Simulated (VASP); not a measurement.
# Ga3Sb (I4/mmm) in VASP: a series of runs

Runs on Ga3Sb. Level: PBE. Tasks: single point.

Program: VASP 6.6.1. These are calculated values, not measurements. Logs are shortened: lines on timing, memory, paths and dates and some standing lists are left out, and cuts for length are marked.

## Step 1: The cell of the first run

It takes space group I4/mmm (No. 139, tetragonal). Conventional cell: a = 4.229 Å, b = 4.229 Å, c = 9.327 Å, α = 90.00°, β = 90.00°, γ = 90.00°. Within 3.9 Å of Sb (site symmetry 4/mmm) lie 12 Ga at 2.99 to 3.15 Å. Ga (site symmetry 4/mmm) has 4 Sb at 2.99 Å and 8 Ga at 3.15 Å within 3.9 Å. Within 3.9 Å of Ga (site symmetry -4m2) lie 8 Ga at 2.99 to 3.15 Å and 4 Sb at 3.15 Å.

## Step 2: Single point, PBE

Input file INCAR:

```
SYSTEM = Ga3Sb
PREC = Accurate
ENCUT = 520
EDIFF = 1E-6
ISMEAR = -1
SIGMA = 0.05
LREAL = .FALSE.
LASPH = .TRUE.
NELM = 60
ALGO = Fast
ISIF = 2
LWAVE = .FALSE.
LCHARG = .FALSE.
GGA = PE
NBANDS = 30
```

Input file KPOINTS:

```
Automatic mesh
0
G
  9 9 9
  0 0 0
```

Input file POSCAR:

```
Ga3Sb
1.0
   -2.1147295119      2.1147295119      4.6633039972
    2.1147295119     -2.1147295119      4.6633039972
    2.1147295119      2.1147295119     -4.6633039972
Sb Ga
1 3
Direct
    0.0000000000      0.0000000000      0.0000000000
    0.5000000000      0.5000000000      0.0000000000
    0.2500000000      0.7500000000      0.5000000000
    0.7500000000      0.2500000000      0.5000000000
```

Potentials or basis: VASP PAW PBE potentials, release 64 (Sb, Ga_d).

Command:

```sh
> cat potpaw_PBE.64/Sb/POTCAR potpaw_PBE.64/Ga_d/POTCAR > POTCAR
> mpirun -np 1 vasp_std > vasp.out
```

OUTCAR:

```text
SYSTEM = Ga3Sb
   PREC = Accurate
   ENCUT = 520
   EDIFF = 1E-6
   ISMEAR = -1
   LREAL = .FALSE.
   LASPH = .TRUE.
   NELM = 60
   ISIF = 2
   GGA = PE

 ion  position               nearest neighbor table
   1  0.000  0.000  0.000-   2 2.99   2 2.99   2 2.99   2 2.99   4 3.15   4 3.15   3 3.15   3 3.15
                             4 3.15   3 3.15   4 3.15   3 3.15
   2  0.500  0.500  0.000-   1 2.99   1 2.99   1 2.99   1 2.99
   3  0.250  0.750  0.500-   1 3.15   1 3.15   1 3.15   1 3.15
   4  0.750  0.250  0.500-   1 3.15   1 3.15   1 3.15   1 3.15

  LATTYP: Found a body centered tetragonal cell.
 ALAT       =     4.2294590238
 C/A-ratio  =     2.2051538842

  Lattice vectors:

 A1 = (  -2.1147295119,   2.1147295119,   4.6633039972)
 A2 = (   2.1147295119,  -2.1147295119,   4.6633039972)
 A3 = (   2.1147295119,   2.1147295119,  -4.6633039972)

Analysis of symmetry for initial positions (statically):
=====================================================================
 Subroutine PRICEL returns:
 Original cell was already a primitive cell.

 Routine SETGRP: Setting up the symmetry group for a
 body centered tetragonal supercell.

 Subroutine GETGRP returns: Found 16 space group operations
 (whereof 16 operations were pure point group operations)
 out of a pool of 16 trial point group operations.

The static configuration has the point symmetry D_4h.

Analysis of symmetry for dynamics (positions and initial velocities):
=====================================================================
 Subroutine PRICEL returns:
 Original cell was already a primitive cell.

 Routine SETGRP: Setting up the symmetry group for a
 body centered tetragonal supercell.

 Subroutine GETGRP returns: Found 16 space group operations
 (whereof 16 operations were pure point group operations)
 out of a pool of 16 trial point group operations.

The dynamic configuration has the point symmetry D_4h.

 Subroutine INISYM returns: Found 16 space group operations
 (whereof 16 operations are pure point group operations),
 and found     1 'primitive' translations

----------------------------------------------------------------------------------------

                                     Primitive cell

  volume of cell :      83.4187

  direct lattice vectors                    reciprocal lattice vectors
    -2.114729512  2.114729512  4.663303997     0.000000000  0.236436857  0.107220117
     2.114729512 -2.114729512  4.663303997     0.236436857  0.000000000  0.107220117
     2.114729512  2.114729512 -4.663303997     0.236436857  0.236436857  0.000000000

  length of vectors
     5.539906677  5.539906677  5.539906677     0.259612290  0.259612290  0.334372210

  position of ions in fractional coordinates (direct lattice)
     0.000000000  0.000000000  0.000000000
     0.500000000  0.500000000  0.000000000
     0.250000000  0.750000000  0.500000000
     0.750000000  0.250000000  0.500000000

  ion indices of the primitive-cell ions
   primitive index   ion index
                 1           1
                 2           2
                 3           3
                 4           4

----------------------------------------------------------------------------------------

 KPOINTS: Automatic mesh

Automatic generation of k-mesh.
 Grid dimensions read from file:
 generate k-points for:    9    9    9

 Generating k-lattice:

  Cartesian coordinates                     Fractional coordinates (reciprocal lattice)
     0.000000000  0.026270762  0.011913346     0.111111111 -0.000000000  0.000000000
     0.026270762  0.000000000  0.011913346    -0.000000000  0.111111111  0.000000000
     0.026270762  0.026270762  0.000000000     0.000000000  0.000000000  0.111111111

  Length of vectors
     0.028845810  0.028845810  0.037152468

  Shift w.r.t. Gamma in fractional coordinates (k-lattice)
     0.000000000  0.000000000  0.000000000

 Subroutine IBZKPT returns following result:
 ===========================================

 Found     75 irreducible k-points:

 Following reciprocal coordinates:
            Coordinates               Weight
  0.000000  0.000000  0.000000      1.000000
  0.111111  0.000000 -0.000000      8.000000
  0.222222 -0.000000  0.000000      8.000000
  0.333333 -0.000000  0.000000      8.000000
  0.444444 -0.000000  0.000000      8.000000
  0.111111  0.111111 -0.000000      8.000000
[... 16 lines left out ...]
 -0.333333  0.333333  0.000000      4.000000
  0.444444  0.444444  0.000000      8.000000
 [... further k-points ...]
   k-points           NKPTS =     75   k-points in BZ     NKDIM =     75   number of bands    NBANDS=     30
   number of dos      NEDOS =    301   number of ions     NIONS =      4
   total plane-waves  NPLWV =  74088
   dimension x,y,z NGX =    42 NGY =   42 NGZ =   42
   dimension x,y,z NGXF=    84 NGYF=   84 NGZF=   84
   ions per type =               1   3
   NGX,Y,Z   is equivalent  to a cutoff of  12.60, 12.60, 12.60 a.u.
   NGXF,Y,Z  is equivalent  to a cutoff of  25.21, 25.21, 25.21 a.u.
 SYSTEM =  Ga3Sb
   PREC   = accura    normal or accurate (medium, high low for compatibility)
   ISTART =      0    job   : 0-new  1-cont  2-samecut
   ICHARG =      2    charge: 1-file 2-atom 10-const
   ISPIN  =      1    spin polarized calculation?
   LNONCOLLINEAR =      F non collinear calculations
   LSORBIT =      F    spin-orbit coupling
   LASPH  =      T    aspherical Exc in radial PAW
   ENCUT  =  520.0 eV  38.22 Ry    6.18 a.u.  10.30 10.30 10.30*2*pi/ulx,y,z
   NELM   =     60;   NELMIN=  2; NELMDL= -5     # of ELM steps
   EDIFF  = 0.1E-05   stopping-criterion for ELM
   LREAL  =      F    real-space projection
   EDIFFG = 0.1E-04   stopping-criterion for IOM
   NSW    =      0    number of steps for IOM
   IBRION =     -1    ionic relax: 0-MD 1-quasi-New 2-CG
   NFREE  =      0    steps in history (QN), initial steepest desc. (CG)
   ISIF   =      2    stress and relaxation
   ISYM   =      2    0-nonsym 1-usesym 2-fastsym
   POTIM  = 0.5000    time-step for ionic-motion
   TEBEG  =    0.0;   TEEND  =   0.0 temperature during run
   PSTRESS=    0.0 pullay stress
   NELECT =      44.0000    total number of electrons
   NUPDOWN=      -1.0000    fix difference up-down
   EMIN   =  10.00;   EMAX   =-10.00  energy-range for DOS
   EFERMI =   0.00;   METHOD = LEGACY
   ISMEAR =    -1;   SIGMA  =   0.05  broadening in eV -4-tet -1-fermi 0-gaus
   EFERMI_NEDOS =   21; number of points for ismear=-14 and -15
   IALGO  =     68    algorithm
   IMIX   =      4    mixing-type and parameters
     AMIX     =   0.40;   BMIX     =  1.00
     AMIX_MAG =   1.60;   BMIX_MAG =  1.00
  volume/ion in A,a.u.               =      20.85       140.73
  Fermi-wavevector in a.u.,A,eV,Ry     =   1.322730  2.499598 23.804959  1.749615
  Thomas-Fermi vector in A             =   2.452390
   LORBIT       =      0    0 simple, 1 ext, 2 COOP (PROOUT), +10 PAW based schemes
   GGA     = PE    functional components
   LHFCALC =     F    Hartree Fock is set to
   AEXX    =    0.0000 exact exchange contribution
   IVDW    =     0    specifies the selected vdW correction
   LEPSILON=     F    determine dielectric tensor
   LRPA    =     F    only Hartree local field effects (RPA)
 non-spin polarized calculation
 RMM-DIIS sequential band-by-band and
  energy-cutoff  :      520.00
  volume of cell :       83.42
 maximum number of plane-waves:      2262
 NGX is ok and might be reduce to    42
   NGX = 21   NGY = 21   NGZ = 21

 number of electron      43.9999997 magnetization

 Free energy of the ion-electron system (eV)
  ---------------------------------------------------
  ext. energy  EPLUGINS =         0.00000000
  ---------------------------------------------------
  free energy    TOTEN  =       -12.53492322 eV

  energy without entropy =      -12.51963806  energy(sigma->0) =      -12.52728064

 E-fermi :   6.5066     XC(G=0): -10.7608

 val. band max:        6.4765262833   @ k =  -0.1111  -0.2222   0.1111
 cond. band min:       6.5202829431   @ k =  -0.4444   0.1111   0.0000
 fundamental gap:      0.0437566598
 Fermi energy:         6.5065757444

 k-point     1 :       0.0000    0.0000    0.0000
  band No.  band energies     occupation
      1      -8.4260      2.00000
      2      -8.3859      2.00000
      3      -8.3550      2.00000
      4      -8.3294      2.00000
      5      -8.3294      2.00000
      6      -8.3160      2.00000
[... 22 lines left out ...]
     29      14.4140      0.00000
     30      14.8149      0.00000

 k-point     2 :       0.1111    0.0000   -0.0000
  band No.  band energies     occupation
      1      -8.4177      2.00000
      2      -8.3833      2.00000
      3      -8.3498      2.00000
      4      -8.3387      2.00000
      5      -8.3331      2.00000
      6      -8.3175      2.00000
[... 22 lines left out ...]
     29      15.3594      0.00000
     30      15.6488      0.00000

 k-point     3 :       0.2222   -0.0000    0.0000
  band No.  band energies     occupation
      1      -8.3940      2.00000
      2      -8.3791      2.00000
      3      -8.3528      2.00000
      4      -8.3387      2.00000
      5      -8.3284      2.00000
      6      -8.3119      2.00000
[... 22 lines left out ...]
     29      14.0567      0.00000
     30      14.2717      0.00000

 k-point     4 :       0.3333   -0.0000    0.0000
  band No.  band energies     occupation
      1      -8.3751      2.00000
      2      -8.3656      2.00000
      3      -8.3595      2.00000
      4      -8.3239      2.00000
      5      -8.3201      2.00000
      6      -8.3054      2.00000
[... 22 lines left out ...]
     29      12.4830      0.00000
     30      12.4872      0.00000

 k-point     5 :       0.4444   -0.0000    0.0000
  band No.  band energies     occupation
      1      -8.3703      2.00000
      2      -8.3699      2.00000
      3      -8.3395      2.00000
      4      -8.3163      2.00000
      5      -8.3115      2.00000
      6      -8.2803      2.00000
[... 22 lines left out ...]
     29      10.8488      0.00000
     30      13.2524      0.00000
[... 526 lines left out ...]
     29      13.7344      0.00000
     30      14.1326      0.00000

 k-point    22 :      -0.4444    0.3333   -0.0000
  band No.  band energies     occupation
      1      -8.4106      2.00000
      2      -8.3503      2.00000
      3      -8.3455      2.00000
      4      -8.3321      2.00000
      5      -8.3262      2.00000
      6      -8.3238      2.00000
[... 22 lines left out ...]
     29      13.4913      0.00000
     30      14.2732      0.00000

 k-point    23 :      -0.3333    0.3333    0.0000
  band No.  band energies     occupation
      1      -8.4064      2.00000
      2      -8.3564      2.00000
      3      -8.3387      2.00000
      4      -8.3341      2.00000
      5      -8.3244      2.00000
      6      -8.3131      2.00000
[... 22 lines left out ...]
     29      12.9293      0.00000
     30      13.3389      0.00000

 k-point    24 :       0.4444    0.4444    0.0000
  band No.  band energies     occupation
      1      -8.4190      2.00000
      2      -8.3530      2.00000
      3      -8.3476      2.00000
      4      -8.3464      2.00000
      5      -8.3274      2.00000
      6      -8.3263      2.00000
[... 22 lines left out ...]
     29      14.7296      0.00000
     30      15.0917      0.00000

 [... further k-points ...]

------------------------ aborting loop because EDIFF is reached ----------------------------------------

  FORCE on cell =-STRESS in cart. coord.  units (eV):
  Direction    XX          YY          ZZ          XY          YZ          ZX
  --------------------------------------------------------------------------------------
  -------------------------------------------------------------------------------------
  Total        1.1151895      1.1151895      1.7867098      0.0000000      0.0000000      0.0000000
  in kB       21.4188363     21.4188363     34.3163615      0.0000000      0.0000000      0.0000000
  external PRESSURE =      25.7180114 kB  Pullay stress =       0.0000000 kB

 VOLUME and BASIS-vectors are now :
 -----------------------------------------------------------------------------
  energy-cutoff  :      520.00
  volume of cell :       83.42
      direct lattice vectors                 reciprocal lattice vectors
    -2.114729512  2.114729512  4.663303997     0.000000000  0.236436857  0.107220117
     2.114729512 -2.114729512  4.663303997     0.236436857  0.000000000  0.107220117
     2.114729512  2.114729512 -4.663303997     0.236436857  0.236436857  0.000000000

 POSITION                                       TOTAL-FORCE (eV/Angst)
 -----------------------------------------------------------------------------------
      0.00000      0.00000      0.00000        -0.000000      0.000000     -0.000000
      0.00000      0.00000      4.66330        -0.000000      0.000000     -0.000000
      2.11473      0.00000      2.33165        -0.000000     -0.000000      0.000000
      0.00000      2.11473      2.33165         0.000000      0.000000      0.000000
 -----------------------------------------------------------------------------------
    total drift:                               -0.000000      0.000000      0.000000

  FREE ENERGIE OF THE ION-ELECTRON SYSTEM (eV)
  ---------------------------------------------------
  free  energy   TOTEN  =       -12.5349232173 eV

  energy  without entropy=      -12.5196380625  energy(sigma->0) =      -12.52728064
```

Wall time 6.1 min (1 thread of Intel Xeon Platinum 8375C at 2.90GHz (Ice Lake), shared host); peak memory 0.35 GiB.

Results:

| Item | Value |
| --- | --- |
| Free energy | -12.5349 eV |
| Pressure | 2.6 GPa |
| Band gap on the k mesh | zero (bands 22 and 23 overlap by 3.85 eV) |

Stress tensor (GPa, compression positive):
```
2.14 0.00 0.00
0.00 2.14 0.00
0.00 0.00 3.43
```

Levels at points of the mesh, in eV from the Fermi level:
```tsv
k point	band 19	band 20	band 21	band 22	band 23	band 24	band 25	band 26
(0.00, 0.00, 0.00)	-2.82	-1.86	-1.86	-1.67	-0.31	-0.31	0.99	1.19
```

Caveat: spin-orbit coupling is left out, which moves the levels of the heavy elements.

## Step 3: Single point, PBE

This run uses another cell than the first one, of 21.30 Å³/atom.

Input file INCAR:

```
SYSTEM = Ga3Sb
PREC     = Accurate       ! precision mode
ENCUT    = 520            ! plane-wave cutoff, eV
EDIFF    = 1E-6           ! SCF threshold, eV
ISMEAR   = -1             ! smearing method
SIGMA    = 0.05           ! smearing width, eV
LREAL    = .False.        ! projectors in reciprocal space
LASPH    = .True.         ! aspherical terms in the spheres
NELM     = 100            ! most SCF steps
ALGO     = Fast           ! electronic algorithm
ISIF     = 2              ! what is computed and relaxed
LWAVE    = .False.        ! write WAVECAR
LCHARG   = .True.         ! write CHGCAR
GGA      = PE             ! functional
LELF     = .True.         ! ELF
LVHAR    = .True.       
NBANDS   = 30             ! bands
```

Input file KPOINTS:

```
regular mesh
0
Gamma
  9 9 9
  0 0 0
```

Input file POSCAR:

```
Ga3Sb
1.0
   -2.1296224639      2.1296224639      4.6961452482
    2.1296224639     -2.1296224639      4.6961452482
    2.1296224639      2.1296224639     -4.6961452482
Sb Ga
1 3
Direct
    0.0000000000      0.0000000000      0.0000000000
    0.5000000000      0.5000000000      0.0000000000
    0.2500000000      0.7500000000      0.5000000000
    0.7500000000      0.2500000000      0.5000000000
```

Potentials or basis: VASP PAW PBE potentials, release 64 (Sb, Ga_d).

Command:

```sh
> cat potpaw_PBE.64/Sb/POTCAR potpaw_PBE.64/Ga_d/POTCAR > POTCAR
> mpirun -np 1 vasp_std > vasp.out
```

It took 5.4 min on 1 thread of Intel Xeon Platinum 8375C at 2.90GHz (Ice Lake), shared host; peak memory 0.35 GiB.

Results (log left out):

```
Free energy            : -12.5569 eV
Pressure               : 1.4 GPa
Band gap on the k mesh : zero (bands 22 and 23 overlap by 3.75 eV)
```

Stress tensor (GPa, compression positive):
```
1.01 0.00 0.00
0.00 1.01 0.00
0.00 0.00 2.14
```

Levels at points of the mesh, in eV from the Fermi level:
| k point | band 20 | band 21 | band 22 | band 23 | band 24 | band 25 |
| --- | --- | --- | --- | --- | --- | --- |
| (0.00, 0.00, 0.00) | -1.81 | -1.81 | -1.74 | -0.28 | -0.28 | 1.00 |

Caveat: spin-orbit coupling is left out, which moves the levels of the heavy elements.

## Step 4: Single point, PBE

This run uses another cell than the first one, of 21.74 Å³/atom.

Input file INCAR:

```
PREC     = Accurate       # precision mode
ENCUT    = 520            # plane-wave cutoff, eV
EDIFF    = 1E-6           # SCF threshold, eV
ISMEAR   = -1             # smearing method
SIGMA    = 0.05           # smearing width, eV
LREAL    = False          # projectors in reciprocal space
LASPH    = True           # aspherical terms in the spheres
NELM     = 60             # most SCF steps
ALGO     = Fast           # electronic algorithm
ISIF     = 2              # what is computed and relaxed
LWAVE    = False          # write WAVECAR
LCHARG   = True           # write CHGCAR
GGA      = PE             # functional
LELF     = True           # ELF
LVHAR    = True         
NBANDS   = 30             # bands
```

Input file KPOINTS:

```
regular mesh
0
Gamma
  9 9 9
```

Input file POSCAR:

```
Ga3Sb
1.0
   -2.1443099795      2.1443099795      4.7285334803
    2.1443099795     -2.1443099795      4.7285334803
    2.1443099795      2.1443099795     -4.7285334803
Sb Ga
1 3
Direct
    0.0000000000      0.0000000000      0.0000000000
    0.5000000000      0.5000000000      0.0000000000
    0.2500000000      0.7500000000      0.5000000000
    0.7500000000      0.2500000000      0.5000000000
```

Command:

```sh
> cat potpaw_PBE.64/Sb/POTCAR potpaw_PBE.64/Ga_d/POTCAR > POTCAR
> mpirun -np 1 vasp_std > vasp.out
```

Run time: 4.4 min. Hardware: 1 thread of Intel Xeon Platinum 8375C at 2.90GHz (Ice Lake), shared host; peak memory 0.35 GiB.

The run converged. Its results:

```yaml
Free_energy: -12.5667 eV
Pressure: 0.3 GPa
Band_gap_on_the_k_mesh: zero (bands 22 and 23 overlap by 3.64 eV)
```

Stress tensor (GPa, compression positive):
```
0.00 0.00 0.00
0.00 0.00 0.00
0.00 0.00 0.95
```

Levels at points of the mesh, in eV from the Fermi level:
```tsv
k point	band 19	band 20	band 21	band 22	band 23	band 24	band 25	band 26
(0.00, 0.00, 0.00)	-2.91	-1.81	-1.77	-1.77	-0.24	-0.24	1.02	1.26
```

Caveat: spin-orbit coupling is left out, which moves the levels of the heavy elements.

## Step 5: Summary

| cell | gap on the mesh (eV) | pressure (GPa) |
| --- | --- | --- |
| a = 5.540 Å, angles 135.1, 135.1, 65.3°, 4 atoms | none | 2.6 |
| a = 5.579 Å, angles 135.1, 135.1, 65.3°, 4 atoms | none | 1.4 |
| a = 5.617 Å, angles 135.1, 135.1, 65.3°, 4 atoms | none | 0.3 |

Alike in all rows: task single point; level PBE; potentials or basis VASP PAW PBE potentials, release 64 (Sb, Ga_d); no spin polarisation; k mesh 9 × 9 × 9; cutoff (eV) 520; smearing fermi-dirac 0.05 eV.

Caveats: spin-orbit coupling is left out, which moves the levels of the heavy elements.

Absolute energies hang on the potentials; compare differences alone.
